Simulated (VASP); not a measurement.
# Co (P6_3/mmc) in VASP: further runs, part 2 of 2

VASP 6.6.1.

## 4. Single point, PBE

Input file INCAR:

```
ALGO = Normal
EDIFF = 1E-6
ENCUT = 520
GGA = PE
ISIF = 2
ISMEAR = 0
LASPH = True
LCHARG = False
LREAL = False
LWAVE = False
NBANDS = 16
NELM = 100
PREC = Accurate
SIGMA = 0.1
```

Input file KPOINTS:

```
k-points
0
Gamma
  15 15 8
```

Input file POSCAR:

```
Co
1.0
    2.4583936733      0.0000000000      0.0000000000
   -1.2291968366      2.1290313736      0.0000000000
    0.0000000000      0.0000000000      3.9606917934
Co
2
Direct
    0.3333333333      0.6666666667      0.2500000000
    0.6666666667      0.3333333333      0.7500000000
```

Potentials or basis: VASP PAW PBE potentials, release 64 (Co).

Launch:

```sh
cat potpaw_PBE.64/Co/POTCAR > POTCAR
mpirun -np 1 vasp_std > vasp.out
```

OUTCAR:

```text
EDIFF = 1E-6
   ENCUT = 520
   GGA = PE
   ISIF = 2
   ISMEAR = 0
   LASPH = True
   LREAL = False
   NELM = 100
   PREC = Accurate

 ion  position               nearest neighbor table
   1  0.333  0.667  0.250-   2 2.44   2 2.44   2 2.44   2 2.44   2 2.44   2 2.44
   2  0.667  0.333  0.750-   1 2.44   1 2.44   1 2.44   1 2.44   1 2.44   1 2.44

  LATTYP: Found a hexagonal cell.
 ALAT       =     2.4583936733
 C/A-ratio  =     1.6110893208

  Lattice vectors:

 A1 = (   2.4583936733,   0.0000000000,   0.0000000000)
 A2 = (  -1.2291968366,   2.1290313736,   0.0000000000)
 A3 = (   0.0000000000,   0.0000000000,   3.9606917934)

Analysis of symmetry for initial positions (statically):
=====================================================================
 Subroutine PRICEL returns:
 Original cell was already a primitive cell.

 Routine SETGRP: Setting up the symmetry group for a
 hexagonal supercell.

 Subroutine GETGRP returns: Found 24 space group operations
 (whereof 12 operations were pure point group operations)
 out of a pool of 24 trial point group operations.

The static configuration has the point symmetry D_3d.
 The point group associated with its full space group is D_6h.

Analysis of symmetry for dynamics (positions and initial velocities):
=====================================================================
 Subroutine PRICEL returns:
 Original cell was already a primitive cell.

 Routine SETGRP: Setting up the symmetry group for a
 hexagonal supercell.

 Subroutine GETGRP returns: Found 24 space group operations
 (whereof 12 operations were pure point group operations)
 out of a pool of 24 trial point group operations.

The dynamic configuration has the point symmetry D_3d.
 The point group associated with its full space group is D_6h.

 Subroutine INISYM returns: Found 24 space group operations
 (whereof 12 operations are pure point group operations),
 and found     1 'primitive' translations

----------------------------------------------------------------------------------------

                                     Primitive cell

  volume of cell :      20.7302

  direct lattice vectors                    reciprocal lattice vectors
     2.458393673  0.000000000  0.000000000     0.406769677  0.234848582  0.000000000
    -1.229196837  2.129031374  0.000000000     0.000000000  0.469697165  0.000000000
     0.000000000  0.000000000  3.960691793     0.000000000  0.000000000  0.252481145

  length of vectors
     2.458393673  2.458393673  3.960691793     0.469697165  0.469697165  0.252481145

  position of ions in fractional coordinates (direct lattice)
     0.333333333  0.666666667  0.250000000
     0.666666667  0.333333333  0.750000000

  ion indices of the primitive-cell ions
   primitive index   ion index
                 1           1
                 2           2

----------------------------------------------------------------------------------------

 KPOINTS: k-points

Automatic generation of k-mesh.
 Grid dimensions read from file:
 generate k-points for:   15   15    8

 Generating k-lattice:

  Cartesian coordinates                     Fractional coordinates (reciprocal lattice)
     0.027117978  0.015656572  0.000000000     0.066666667  0.000000000  0.000000000
     0.000000000  0.031313144  0.000000000     0.000000000  0.066666667  0.000000000
     0.000000000  0.000000000  0.031560143     0.000000000  0.000000000  0.125000000

  Length of vectors
     0.031313144  0.031313144  0.031560143

  Shift w.r.t. Gamma in fractional coordinates (k-lattice)
     0.000000000  0.000000000  0.000000000

 Subroutine IBZKPT returns following result:
 ===========================================

 Found    135 irreducible k-points:

 Following reciprocal coordinates:
            Coordinates               Weight
  0.000000  0.000000  0.000000      1.000000
  0.066667 -0.000000  0.000000      6.000000
  0.133333 -0.000000  0.000000      6.000000
  0.200000 -0.000000  0.000000      6.000000
  0.266667 -0.000000  0.000000      6.000000
  0.333333 -0.000000  0.000000      6.000000
[... 16 lines left out ...]
  0.333333  0.200000  0.000000     12.000000
  0.400000  0.200000  0.000000      6.000000
 [... further k-points ...]
   k-points           NKPTS =    135   k-points in BZ     NKDIM =    135   number of bands    NBANDS=     16
   number of dos      NEDOS =    301   number of ions     NIONS =      2
   total plane-waves  NPLWV =   9720
   dimension x,y,z NGX =    18 NGY =   18 NGZ =   30
   dimension x,y,z NGXF=    36 NGYF=   36 NGZF=   60
   ions per type =               2
   NGX,Y,Z   is equivalent  to a cutoff of  12.17, 12.17, 12.59 a.u.
   NGXF,Y,Z  is equivalent  to a cutoff of  24.34, 24.34, 25.18 a.u.
 SYSTEM =  unknown system
   PREC   = accura    normal or accurate (medium, high low for compatibility)
   ISTART =      0    job   : 0-new  1-cont  2-samecut
   ICHARG =      2    charge: 1-file 2-atom 10-const
   ISPIN  =      1    spin polarized calculation?
   LNONCOLLINEAR =      F non collinear calculations
   LSORBIT =      F    spin-orbit coupling
   LASPH  =      T    aspherical Exc in radial PAW
   ENCUT  =  520.0 eV  38.22 Ry    6.18 a.u.   4.57  4.57  7.36*2*pi/ulx,y,z
   NELM   =    100;   NELMIN=  2; NELMDL= -5     # of ELM steps
   EDIFF  = 0.1E-05   stopping-criterion for ELM
   LREAL  =      F    real-space projection
   EDIFFG = 0.1E-04   stopping-criterion for IOM
   NSW    =      0    number of steps for IOM
   IBRION =     -1    ionic relax: 0-MD 1-quasi-New 2-CG
   NFREE  =      0    steps in history (QN), initial steepest desc. (CG)
   ISIF   =      2    stress and relaxation
   ISYM   =      2    0-nonsym 1-usesym 2-fastsym
   POTIM  = 0.5000    time-step for ionic-motion
   TEBEG  =    0.0;   TEEND  =   0.0 temperature during run
   PSTRESS=    0.0 pullay stress
   NELECT =      18.0000    total number of electrons
   NUPDOWN=      -1.0000    fix difference up-down
   EMIN   =  10.00;   EMAX   =-10.00  energy-range for DOS
   EFERMI =   0.00;   METHOD = LEGACY
   ISMEAR =     0;   SIGMA  =   0.10  broadening in eV -4-tet -1-fermi 0-gaus
   EFERMI_NEDOS =   21; number of points for ismear=-14 and -15
   IALGO  =     38    algorithm
   IMIX   =      4    mixing-type and parameters
     AMIX     =   0.40;   BMIX     =  1.00
     AMIX_MAG =   1.60;   BMIX_MAG =  1.00
  volume/ion in A,a.u.               =      10.37        69.95
  Fermi-wavevector in a.u.,A,eV,Ry     =   1.561819  2.951411 33.188418  2.439280
  Thomas-Fermi vector in A             =   2.664829
   LORBIT       =      0    0 simple, 1 ext, 2 COOP (PROOUT), +10 PAW based schemes
   GGA     = PE    functional components
   LHFCALC =     F    Hartree Fock is set to
   AEXX    =    0.0000 exact exchange contribution
   IVDW    =     0    specifies the selected vdW correction
   LEPSILON=     F    determine dielectric tensor
   LRPA    =     F    only Hartree local field effects (RPA)
 non-spin polarized calculation
 Gauss-broadening in eV      SIGMA  =   0.10
  energy-cutoff  :      520.00
  volume of cell :       20.73
 maximum number of plane-waves:       578
   NGX =  9   NGY =  9   NGZ = 15

 number of electron      17.9999975 magnetization

 Free energy of the ion-electron system (eV)
  ---------------------------------------------------
  ext. energy  EPLUGINS =         0.00000000
  ---------------------------------------------------
  free energy    TOTEN  =       -13.65360540 eV

  energy without entropy =      -13.62523329  energy(sigma->0) =      -13.63941934

 E-fermi :  10.8621     XC(G=0): -13.6928

 val. band max:       10.8566399727   @ k =   0.3333   0.3333   0.1250
 cond. band min:      10.8634833492   @ k =   0.2000   0.0667   0.3750
 fundamental gap:      0.0068433766
 Fermi energy:        10.8620898132

 k-point     1 :       0.0000    0.0000    0.0000
  band No.  band energies     occupation
      1       1.7293      2.00000
      2       5.9864      2.00000
      3       8.9508      2.00000
      4       8.9749      2.00000
      5       8.9749      2.00000
      6       9.3394      2.00000
[... 8 lines left out ...]
     15      36.3732      0.00000
     16      36.4286      0.00000
[... 419 lines left out ...]
 k-point    24 :       0.4000    0.2000    0.0000
  band No.  band energies     occupation
      1       6.9150      2.00000
      2       6.9318      2.00000
      3       7.0078      2.00000
      4       7.9492      2.00000
      5       8.5989      2.00000
      6       8.8347      2.00000
[... 8 lines left out ...]
     15      22.8586      0.00000
     16      24.8180      0.00000

 [... further k-points ...]

------------------------ aborting loop because EDIFF is reached ----------------------------------------

  FORCE on cell =-STRESS in cart. coord.  units (eV):
  Direction    XX          YY          ZZ          XY          YZ          ZX
  --------------------------------------------------------------------------------------
  -------------------------------------------------------------------------------------
  Total       -0.1879091     -0.1879091     -0.1788814     -0.0000000     -0.0000000      0.0000000
  in kB      -14.5229202    -14.5229202    -13.8251925     -0.0000000     -0.0000000      0.0000000
  external PRESSURE =     -14.2903443 kB  Pullay stress =       0.0000000 kB

 VOLUME and BASIS-vectors are now :
 -----------------------------------------------------------------------------
  energy-cutoff  :      520.00
  volume of cell :       20.73
      direct lattice vectors                 reciprocal lattice vectors
     2.458393673  0.000000000  0.000000000     0.406769677  0.234848582  0.000000000
    -1.229196837  2.129031374  0.000000000     0.000000000  0.469697165  0.000000000
     0.000000000  0.000000000  3.960691793     0.000000000  0.000000000  0.252481145

 POSITION                                       TOTAL-FORCE (eV/Angst)
 -----------------------------------------------------------------------------------
     -0.00000      1.41935      0.99017        -0.000000      0.000000      0.000000
      1.22920      0.70968      2.97052         0.000000     -0.000000      0.000000
 -----------------------------------------------------------------------------------
    total drift:                               -0.000000     -0.000000     -0.000000

  FREE ENERGIE OF THE ION-ELECTRON SYSTEM (eV)
  ---------------------------------------------------
  free  energy   TOTEN  =       -13.6536053984 eV

  energy  without entropy=      -13.6252332865  energy(sigma->0) =      -13.63941934
```

OSZICAR:

```text
N       E                     dE             d eps       ncg     rms          rms(c)
DAV:   1     0.761121611887E+02    0.76112E+02   -0.83960E+03  4384   0.155E+03
DAV:   2    -0.139561682922E+02   -0.90068E+02   -0.82617E+02  4368   0.239E+02
DAV:   3    -0.161883447861E+02   -0.22322E+01   -0.21818E+01  5376   0.523E+01
DAV:   4    -0.162243722473E+02   -0.36027E-01   -0.36016E-01  6024   0.506E+00
DAV:   5    -0.162246349948E+02   -0.26275E-03   -0.26274E-03  5440   0.424E-01    0.148E+01
DAV:   6    -0.140880031521E+02    0.21366E+01   -0.11168E+01  4608   0.716E+01    0.498E+00
DAV:   7    -0.136943237077E+02    0.39368E+00   -0.15896E+00  5048   0.252E+01    0.187E+00
DAV:   8    -0.136596075282E+02    0.34716E-01   -0.19117E-02  6888   0.238E+00    0.623E-01
DAV:   9    -0.136535853183E+02    0.60222E-02   -0.12399E-03  6528   0.450E-01    0.683E-02
DAV:  10    -0.136536045009E+02   -0.19183E-04   -0.83189E-05  5072   0.117E-01    0.362E-02
DAV:  11    -0.136536053984E+02   -0.89746E-06   -0.21067E-06  4864   0.265E-02
   1 F= -.13653605E+02 E0= -.13639419E+02  d E =-.283721E-01
```

stdout:

```text
POSCAR found type information on POSCAR Co
 POSCAR found :  1 types and       2 ions
 scaLAPACK will be used
 LDA part: xc-table for (Slater+PW92), standard interpolation
 POSCAR, INCAR and KPOINTS ok, starting setup
 FFT: planning ... GRIDC
 FFT: planning ... GRID_SOFT
 FFT: planning ... GRID
 WAVECAR not read
 entering main loop
```

Run time: 55 s. Hardware: 1 thread of Intel Xeon 8259CL, shared host; peak memory 0.15 GiB.

Results:

```
Free energy            : -13.6536 eV
Pressure               : -1.4 GPa
Band gap on the k mesh : zero (band 9 reaches 11.22 eV, above the bottom of band 10 at 9.67 eV)
```

Levels at points of the mesh, in eV from the Fermi level:
```csv
k point,band 5,band 6,band 7,band 8,band 9,band 10,band 11,band 12,band 13,band 14
"(0.00, 0.00, 0.00)",-1.89,-1.52,-1.52,-1.15,-1.15,-0.04,0.09,0.09,7.29,22.24
"(0.00, 0.00, 0.50)",-1.97,-1.97,-1.97,-1.97,-0.25,-0.25,-0.25,-0.25,15.87,15.87
```

Caveat: the run has no spin polarisation, though such a crystal can be magnetic. Spin polarisation is off, so any magnetic state and its effect on volume and gap are missing.

## 5. Single point, PBE

Input file INCAR:

```
PREC = Accurate
ENCUT = 520
EDIFF = 1E-6
ISMEAR = 0
SIGMA = 0.2
LREAL = F
LASPH = T
NELM = 80
ALGO = Normal
ISIF = 2
LWAVE = F
LCHARG = F
GGA = PE
NBANDS = 16
```

Input file KPOINTS:

```
Automatic mesh
0
Gamma
  15 15 8
```

POSCAR is that of step 4.

Potentials or basis: VASP PAW PBE potentials, release 64 (Co).

Launch:

```sh
cat potpaw_PBE.64/Co/POTCAR > POTCAR
mpirun -np 1 vasp_std > vasp.out
```

OUTCAR:

```text
PREC = Accurate
   ENCUT = 520
   EDIFF = 1E-6
   ISMEAR = 0
   LREAL = F
   LASPH = T
   NELM = 80
   ISIF = 2
   GGA = PE

 ion  position               nearest neighbor table
   1  0.333  0.667  0.250-   2 2.44   2 2.44   2 2.44   2 2.44   2 2.44   2 2.44
   2  0.667  0.333  0.750-   1 2.44   1 2.44   1 2.44   1 2.44   1 2.44   1 2.44

  LATTYP: Found a hexagonal cell.
 ALAT       =     2.4583936733
 C/A-ratio  =     1.6110893208

  Lattice vectors:

[... 193 lines left out ...]
      5       8.9778      2.00000
      6       9.3424      2.00000
[... 433 lines left out ...]
      3       7.0101      2.00000
      4       7.9513      2.00000
      5       8.6040      2.00000
      6       8.8397      2.00000
[... 8 lines left out ...]
     15      22.8590      0.00000
     16      24.8212      0.00000

 [... further k-points ...]
[... 5 lines left out ...]
  --------------------------------------------------------------------------------------
  -------------------------------------------------------------------------------------
  Total       -0.1194186     -0.1194186     -0.1227358     -0.0000000     -0.0000000      0.0000000
  in kB       -9.2294973     -9.2294973     -9.4858749     -0.0000000     -0.0000000      0.0000000
  external PRESSURE =      -9.3149565 kB  Pullay stress =       0.0000000 kB

 VOLUME and BASIS-vectors are now :
 -----------------------------------------------------------------------------
  energy-cutoff  :      520.00
  volume of cell :       20.73
      direct lattice vectors                 reciprocal lattice vectors
     2.458393673  0.000000000  0.000000000     0.406769677  0.234848582  0.000000000
    -1.229196837  2.129031374  0.000000000     0.000000000  0.469697165  0.000000000
     0.000000000  0.000000000  3.960691793     0.000000000  0.000000000  0.252481145

 POSITION                                       TOTAL-FORCE (eV/Angst)
 -----------------------------------------------------------------------------------
     -0.00000      1.41935      0.99017        -0.000000      0.000000      0.000000
      1.22920      0.70968      2.97052         0.000000     -0.000000      0.000000
 -----------------------------------------------------------------------------------
    total drift:                               -0.000000     -0.000000     -0.000000

  FREE ENERGIE OF THE ION-ELECTRON SYSTEM (eV)
  ---------------------------------------------------
  free  energy   TOTEN  =       -13.6957269229 eV

  energy  without entropy=      -13.5831537227  energy(sigma->0) =      -13.63944032
```

stdout:

```text
POSCAR found type information on POSCAR Co
 POSCAR found :  1 types and       2 ions
 scaLAPACK will be used
 LDA part: xc-table for (Slater+PW92), standard interpolation
 POSCAR, INCAR and KPOINTS ok, starting setup
 FFT: planning ... GRIDC
 FFT: planning ... GRID_SOFT
 FFT: planning ... GRID
 WAVECAR not read
 entering main loop
```

Run time: 57 s. Hardware: 1 thread of Intel Xeon 8259CL, shared host; peak memory 0.15 GiB.

Results:

* Free energy: -13.6957 eV
* Pressure: -0.9 GPa
* Band gap on the k mesh: zero (band 9 reaches 11.22 eV, above the bottom of band 10 at 9.67 eV)

Caveat: the run has no spin polarisation, though such a crystal can be magnetic. Spin polarisation is off, so any magnetic state and its effect on volume and gap are missing.

## 6. Summary

| smearing | gap on the mesh (eV) | pressure (GPa) |
| --- | --- | --- |
| gaussian 0.01 eV | none | -1.9 |
| gaussian 0.03 eV | none | -1.9 |
| gaussian 0.1 eV | none | -1.4 |
| gaussian 0.2 eV | none | -0.9 |

Alike in all rows: task single point; level PBE; potentials or basis VASP PAW PBE potentials, release 64 (Co); no spin polarisation; cell as given; k mesh 15 × 15 × 8; cutoff (eV) 520.

Every run on the cell as given and a fine mesh finds a metal.

Caveats: the run has no spin polarisation, though such a crystal can be magnetic.

Absolute energies hang on the potentials; compare differences alone.
